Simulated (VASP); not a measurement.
# W3C in VASP: notebook

W3C is run at these levels: PBE; tasks: single point.

Program: VASP 6.6.1. These are calculated values, not measurements. Logs are shortened: lines on timing, memory, paths and dates and some standing lists are left out, and cuts for length are marked.

## (1) The cell of the first run

The cell holds a slab with vacuum, 4 atoms: a = 2.855 Å, b = 2.855 Å, c = 21.697 Å, α = 90.00°, β = 90.00°, γ = 120.00°.

## (2) Single point, PBE

INCAR

```
PREC     = Accurate       # precision mode
ENCUT    = 520            # plane-wave cutoff, eV
EDIFF    = 1E-6           # SCF threshold, eV
ISMEAR   = 0              # smearing method
SIGMA    = 0.1            # smearing width, eV
LREAL    = False          # projectors in reciprocal space
LASPH    = True           # aspherical terms in the spheres
NELM     = 80             # most SCF steps
ALGO     = Normal         # electronic algorithm
ISIF     = 2              # what is computed and relaxed
LWAVE    = False          # write WAVECAR
LCHARG   = False          # write CHGCAR
LDIPOL   = True         
IDIPOL   = 3            
DIPOL    = 0.5 0.5 0.344
GGA      = PE             # functional
NBANDS   = 31             # bands
```

KPOINTS

```
regular mesh
0
Gamma
  9 9 1
```

POSCAR

```
W3C
1.0
    2.8545944806      0.0000000000      0.0000000000
   -1.4272972403      2.4721513377      0.0000000000
    0.0000000000      0.0000000000     21.6971108210
W C
3 1
Direct
    0.6666666667      0.3333333333      0.1843563428
    0.3333333333      0.6666666667      0.2926027619
    0.0000000000      0.0000000000      0.4008418859
    0.0000000000      0.0000000000      0.4980898568
```

Potentials or basis: VASP PAW PBE potentials, release 64 (W_sv, C).

Run with:

```sh
$ cat potpaw_PBE.64/W_sv/POTCAR potpaw_PBE.64/C/POTCAR > POTCAR
$ mpirun -np 1 vasp_std > vasp.out
```

OUTCAR:

```text
PREC = Accurate
   ENCUT = 520
   EDIFF = 1E-6
   ISMEAR = 0
   LREAL = False
   LASPH = True
   NELM = 80
   ISIF = 2
   GGA = PE

 ion  position               nearest neighbor table
   1  0.667  0.333  0.184-   2 2.87   2 2.87   2 2.87
   2  0.333  0.667  0.293-   3 2.87   3 2.87   3 2.87   1 2.87   1 2.87   1 2.87
   3  0.000  0.000  0.401-   4 2.11   2 2.87   2 2.87   2 2.87
   4  0.000  0.000  0.498-   3 2.11

  LATTYP: Found a hexagonal cell.
 ALAT       =     2.8545944806
 C/A-ratio  =     7.6007681541

  Lattice vectors:

 A1 = (   2.8545944806,   0.0000000000,   0.0000000000)
 A2 = (  -1.4272972403,   2.4721513377,   0.0000000000)
 A3 = (   0.0000000000,   0.0000000000,  21.6971108210)

Analysis of symmetry for initial positions (statically):
=====================================================================
 Subroutine PRICEL returns:
 Original cell was already a primitive cell.

 Routine SETGRP: Setting up the symmetry group for a
 hexagonal supercell.

 Subroutine GETGRP returns: Found  6 space group operations
 (whereof  6 operations were pure point group operations)
 out of a pool of 24 trial point group operations.

The static configuration has the point symmetry C_3v.

Analysis of symmetry for dynamics (positions and initial velocities):
=====================================================================
 Subroutine PRICEL returns:
 Original cell was already a primitive cell.

 Routine SETGRP: Setting up the symmetry group for a
 hexagonal supercell.

 Subroutine GETGRP returns: Found  6 space group operations
 (whereof  6 operations were pure point group operations)
 out of a pool of 24 trial point group operations.

The dynamic configuration has the point symmetry C_3v.

 Subroutine INISYM returns: Found  6 space group operations
 (whereof  6 operations are pure point group operations),
 and found     1 'primitive' translations

----------------------------------------------------------------------------------------

                                     Primitive cell

  volume of cell :     153.1163

  direct lattice vectors                    reciprocal lattice vectors
     2.854594481  0.000000000  0.000000000     0.350312455  0.202252990  0.000000000
    -1.427297240  2.472151338  0.000000000     0.000000000  0.404505980  0.000000000
     0.000000000  0.000000000 21.697110821     0.000000000  0.000000000  0.046089086

  length of vectors
     2.854594481  2.854594481 21.697110821     0.404505980  0.404505980  0.046089086

  position of ions in fractional coordinates (direct lattice)
     0.666666667  0.333333333  0.184356343
     0.333333333  0.666666667  0.292602762
     0.000000000  0.000000000  0.400841886
     0.000000000  0.000000000  0.498089857

  ion indices of the primitive-cell ions
   primitive index   ion index
                 1           1
                 2           2
                 3           3
                 4           4

----------------------------------------------------------------------------------------

 KPOINTS: regular mesh

Automatic generation of k-mesh.
 Grid dimensions read from file:
 generate k-points for:    9    9    1

 Generating k-lattice:

  Cartesian coordinates                     Fractional coordinates (reciprocal lattice)
     0.038923606  0.022472554  0.000000000     0.111111111  0.000000000  0.000000000
     0.000000000  0.044945109  0.000000000     0.000000000  0.111111111  0.000000000
     0.000000000  0.000000000  0.046089086     0.000000000  0.000000000  1.000000000

  Length of vectors
     0.044945109  0.044945109  0.046089086

  Shift w.r.t. Gamma in fractional coordinates (k-lattice)
     0.000000000  0.000000000  0.000000000

 Subroutine IBZKPT returns following result:
 ===========================================

 Found     12 irreducible k-points:

 Following reciprocal coordinates:
            Coordinates               Weight
  0.000000  0.000000  0.000000      1.000000
  0.111111  0.000000  0.000000      6.000000
  0.222222  0.000000  0.000000      6.000000
  0.333333  0.000000  0.000000      6.000000
  0.444444  0.000000  0.000000      6.000000
  0.111111  0.111111  0.000000      6.000000
  0.222222  0.111111  0.000000     12.000000
  0.333333  0.111111  0.000000     12.000000
  0.444444  0.111111  0.000000      6.000000
  0.222222  0.222222  0.000000      6.000000
  0.333333  0.222222  0.000000     12.000000
  0.333333  0.333333  0.000000      2.000000
   k-points           NKPTS =     12   k-points in BZ     NKDIM =     12   number of bands    NBANDS=     31
   number of dos      NEDOS =    301   number of ions     NIONS =      4
   total plane-waves  NPLWV =  93312
   dimension x,y,z NGX =    24 NGY =   24 NGZ =  162
   dimension x,y,z NGXF=    48 NGYF=   48 NGZF=  324
   ions per type =               3   1
   NGX,Y,Z   is equivalent  to a cutoff of  13.98, 13.98, 12.41 a.u.
   NGXF,Y,Z  is equivalent  to a cutoff of  27.95, 27.95, 24.83 a.u.
 SYSTEM =  unknown system
   PREC   = accura    normal or accurate (medium, high low for compatibility)
   ISTART =      0    job   : 0-new  1-cont  2-samecut
   ICHARG =      2    charge: 1-file 2-atom 10-const
   ISPIN  =      1    spin polarized calculation?
   LNONCOLLINEAR =      F non collinear calculations
   LSORBIT =      F    spin-orbit coupling
   LASPH  =      T    aspherical Exc in radial PAW
   ENCUT  =  520.0 eV  38.22 Ry    6.18 a.u.   5.31  5.31 40.34*2*pi/ulx,y,z
   NELM   =     80;   NELMIN=  2; NELMDL= -5     # of ELM steps
   EDIFF  = 0.1E-05   stopping-criterion for ELM
   LREAL  =      F    real-space projection
   EDIFFG = 0.1E-04   stopping-criterion for IOM
   NSW    =      0    number of steps for IOM
   IBRION =     -1    ionic relax: 0-MD 1-quasi-New 2-CG
   NFREE  =      0    steps in history (QN), initial steepest desc. (CG)
   ISIF   =      2    stress and relaxation
   ISYM   =      2    0-nonsym 1-usesym 2-fastsym
   POTIM  = 0.5000    time-step for ionic-motion
   TEBEG  =    0.0;   TEEND  =   0.0 temperature during run
   PSTRESS=    0.0 pullay stress
   NELECT =      46.0000    total number of electrons
   NUPDOWN=      -1.0000    fix difference up-down
   EMIN   =  10.00;   EMAX   =-10.00  energy-range for DOS
   EFERMI =   0.00;   METHOD = LEGACY
   ISMEAR =     0;   SIGMA  =   0.10  broadening in eV -4-tet -1-fermi 0-gaus
   EFERMI_NEDOS =   21; number of points for ismear=-14 and -15
   IALGO  =     38    algorithm
   IMIX   =      4    mixing-type and parameters
     AMIX     =   0.40;   BMIX     =  1.00
     AMIX_MAG =   1.60;   BMIX_MAG =  1.00
  volume/ion in A,a.u.               =      38.28       258.32
  Fermi-wavevector in a.u.,A,eV,Ry     =   1.096445  2.071981 16.356820  1.202192
  Thomas-Fermi vector in A             =   2.232787
   LORBIT       =      0    0 simple, 1 ext, 2 COOP (PROOUT), +10 PAW based schemes
   GGA     = PE    functional components
   LHFCALC =     F    Hartree Fock is set to
   AEXX    =    0.0000 exact exchange contribution
   IVDW    =     0    specifies the selected vdW correction
   LEPSILON=     F    determine dielectric tensor
   LRPA    =     F    only Hartree local field effects (RPA)
 non-spin polarized calculation
 Gauss-broadening in eV      SIGMA  =   0.10
  energy-cutoff  :      520.00
  volume of cell :      153.12
 maximum number of plane-waves:      4147
 NGX is ok and might be reduce to    24
   NGX = 11   NGY = 11   NGZ = 81

 dipolmoment           0.000000      0.000000     -0.013602 electrons x Angstroem

 number of electron      45.9999997 magnetization

 dipolmoment           0.000000      0.000000      0.080337 electrons x Angstroem

 Free energy of the ion-electron system (eV)
  ---------------------------------------------------
  ext. energy  EPLUGINS =         0.00000000
  ---------------------------------------------------
  free energy    TOTEN  =       -40.33274568 eV

  energy without entropy =      -40.29723365  energy(sigma->0) =      -40.31498966

 E-fermi :  -0.0121     XC(G=0):  -6.0123

 val. band max:       -0.0139600799   @ k =   0.3333   0.0000   0.0000
 cond. band min:      -0.0106377406   @ k =   0.1111   0.0000   0.0000
 fundamental gap:      0.0033223393
 Fermi energy:        -0.0121447636

 k-point     1 :       0.0000    0.0000    0.0000
  band No.  band energies     occupation
      1     -73.8104      2.00000
      2     -73.7676      2.00000
      3     -73.7119      2.00000
      4     -38.4272      2.00000
      5     -38.0851      2.00000
      6     -37.6556      2.00000
[... 23 lines left out ...]
     30       2.4949      0.00000
     31       3.5865      0.00000

 k-point     2 :       0.1111    0.0000    0.0000
  band No.  band energies     occupation
      1     -73.8014      2.00000
      2     -73.7590      2.00000
      3     -73.7053      2.00000
      4     -38.3961      2.00000
      5     -38.0818      2.00000
      6     -37.7159      2.00000
[... 23 lines left out ...]
     30       2.4018      0.00000
     31       3.5829      0.00000

 k-point     3 :       0.2222    0.0000    0.0000
  band No.  band energies     occupation
      1     -73.7784      2.00000
      2     -73.7368      2.00000
      3     -73.6890      2.00000
      4     -38.3200      2.00000
      5     -38.1081      2.00000
      6     -37.9513      2.00000
[... 23 lines left out ...]
     30       2.4264      0.00000
     31       3.5025      0.00000

 k-point     4 :       0.3333    0.0000    0.0000
  band No.  band energies     occupation
      1     -73.7521      2.00000
      2     -73.7106      2.00000
      3     -73.6713      2.00000
      4     -38.3146      2.00000
      5     -38.2796      2.00000
      6     -38.1453      2.00000
[... 227 lines left out ...]
     30       4.3019      0.00000
     31       5.1828      0.00000

 k-point    11 :       0.3333    0.2222    0.0000
  band No.  band energies     occupation
      1     -73.7274      2.00000
      2     -73.6845      2.00000
      3     -73.6560      2.00000
      4     -38.3643      2.00000
      5     -38.3122      2.00000
      6     -38.1891      2.00000
[... 23 lines left out ...]
     30       4.3577      0.00000
     31       5.7756      0.00000

 k-point    12 :       0.3333    0.3333    0.0000
  band No.  band energies     occupation
      1     -73.7229      2.00000
      2     -73.6794      2.00000
      3     -73.6534      2.00000
      4     -38.2561      2.00000
      5     -38.2550      2.00000
      6     -38.2126      2.00000
[... 23 lines left out ...]
     30       4.1211      0.00000
     31       5.2882      0.00000

------------------------ aborting loop because EDIFF is reached ----------------------------------------

 vacuum level on the upper side and lower side of the slab       (xc-potential included)         0.786        -1.233

  FORCE on cell =-STRESS in cart. coord.  units (eV):
  Direction    XX          YY          ZZ          XY          YZ          ZX
  --------------------------------------------------------------------------------------
  -------------------------------------------------------------------------------------
  Total       -5.6866822     -5.6866822     -4.4144618      0.0000000     -0.0000000      0.0000000
  in kB      -59.5042737    -59.5042737    -46.1920207      0.0000000     -0.0000000      0.0000000
  external PRESSURE =     -55.0668560 kB  Pullay stress =       0.0000000 kB

 VOLUME and BASIS-vectors are now :
 -----------------------------------------------------------------------------
  energy-cutoff  :      520.00
  volume of cell :      153.12
      direct lattice vectors                 reciprocal lattice vectors
     2.854594481  0.000000000  0.000000000     0.350312455  0.202252990  0.000000000
    -1.427297240  2.472151338  0.000000000     0.000000000  0.404505980  0.000000000
     0.000000000  0.000000000 21.697110821     0.000000000  0.000000000  0.046089086

 POSITION                                       TOTAL-FORCE (eV/Angst)
 -----------------------------------------------------------------------------------
      1.42730      0.82405      4.00000         0.000000     -0.000000      0.037215
     -0.00000      1.64810      6.34863        -0.000000      0.000000     -0.174889
      0.00000      0.00000      8.69711        -0.000000     -0.000000      2.326811
      0.00000      0.00000     10.80711         0.000000     -0.000000     -2.189137
 -----------------------------------------------------------------------------------
    total drift:                               -0.000000     -0.000000     -0.000762

  FREE ENERGIE OF THE ION-ELECTRON SYSTEM (eV)
  ---------------------------------------------------
  free  energy   TOTEN  =       -40.3327456811 eV

  energy  without entropy=      -40.2972336476  energy(sigma->0) =      -40.31498966

 vacuum level on the upper side and lower side of the slab         6.855         4.791
```

It took 4.2 min on 1 thread of Intel Xeon 8259CL, shared host; peak memory 0.3 GiB.

What came out:

```
Free energy            : -40.3327 eV
Largest force          : 2.327 eV/Å
Band gap on the k mesh : zero (bands 23 and 24 overlap by 0.91 eV)
```

Forces in eV/Å, atoms in the order of the input:
```
W    0.000  0.000  0.037
W    0.000  0.000 -0.175
W    0.000  0.000  2.327
C    0.000  0.000 -2.189
```

Levels at points of the mesh, in eV from the Fermi level:
```csv
k point,band 19,band 20,band 21,band 22,band 23,band 24,band 25,band 26,band 27,band 28
"(0.00, 0.00, 0.00)",-0.77,-0.58,-0.58,-0.30,-0.30,0.00,0.00,0.34,1.77,1.77
```

Caveat: spin-orbit coupling is left out, which moves the levels of the heavy elements.

## (3) Single point, PBE

INCAR

```
SYSTEM = W3C
PREC = Accurate ; ENCUT = 520
EDIFF = 1E-6 ; ISMEAR = 0
SIGMA = 0.1 ; LREAL = .False.
LASPH = .True. ; NELM = 60
ALGO = Normal ; ISIF = 2
LWAVE = .False. ; LCHARG = .False.
LDIPOL = .True. ; IDIPOL = 3
DIPOL = 0.5 0.5 0.353 ; GGA = PE
NBANDS = 31
```

KPOINTS

```
Automatic mesh
0
Gamma
  9 9 1
  0 0 0
```

Changes to POSCAR since step 2:

```diff
@@ -11,2 +11,2 @@
     0.0000000000      0.0000000000      0.4008418859
-    0.0000000000      0.0000000000      0.4980898568
+    0.0000000000      0.0000000000      0.5358829070
```

Potentials or basis: VASP PAW PBE potentials, release 64 (W_sv, C).

Run with:

```sh
$ cat potpaw_PBE.64/W_sv/POTCAR potpaw_PBE.64/C/POTCAR > POTCAR
$ mpirun -np 1 vasp_std > vasp.out
```

It took 3.8 min on 1 thread of Intel Xeon 8259CL, shared host; peak memory 0.3 GiB.

The run converged. Its results:

```
Free energy            : -38.3835 eV
Largest force          : 1.552 eV/Å
Band gap on the k mesh : zero (bands 23 and 24 overlap by 0.69 eV)
```

Forces on the atoms (eV/Å):
```
W    0.000  0.000 -0.022
W    0.000  0.000 -0.107
W    0.000  0.000  1.552
C    0.000  0.000 -1.423
```

Levels at points of the mesh, in eV from the Fermi level:
```
           k point  band 21  band 22  band 23  band 24  band 25  band 26
(0.00, 0.00, 0.00)    -0.52    -0.20    -0.20     0.06     0.06     0.19
```

Caveat: spin-orbit coupling is left out, which moves the levels of the heavy elements.
